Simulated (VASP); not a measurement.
Crystal: TiSi2.

```xyz
6
Lattice="1.7651 -6.7593 0.0000 1.7651 6.7593 0.0000 0.0000 0.0000 3.5652" Properties=species:S:1:pos:R:3 pbc="T T T"
Ti    1.7651    5.3653    0.8913
Ti    1.7651   -5.3653    2.6739
Si    1.7651   -3.3839    0.8913
Si    1.7651    3.3839    2.6739
Si    1.7651    0.7875    0.8913
Si    1.7651   -0.7875    2.6739
```

Base run:

```yaml
Program: VASP 6.6.1
Functional: PBE
Potentials_or_basis: VASP PAW PBE potentials, release 64 (Ti_sv, Si)
Cutoff: 520 eV
k_mesh: 8 × 8 × 8
Occupations: fermi-dirac, width 0.05 eV
Spin: no spin polarisation
```

Its results: band gap on the k mesh zero (band 20 reaches 11.02 eV, above the bottom of band 21 at 10.01 eV); pressure 1.8 GPa; largest force 0.181 eV/Å.

Problem. The run is repeated on the same cell with these changes: functional from PBE to r2SCAN. What comes out?

Solution. Band gap on the k mesh zero (band 20 reaches 11.08 eV, above the bottom of band 21 at 10.04 eV); pressure 0.1 GPa; largest force 0.017 eV/Å.

Caveats: the PAW data sets were made with another functional, which shifts forces and pressure a little (some runs).
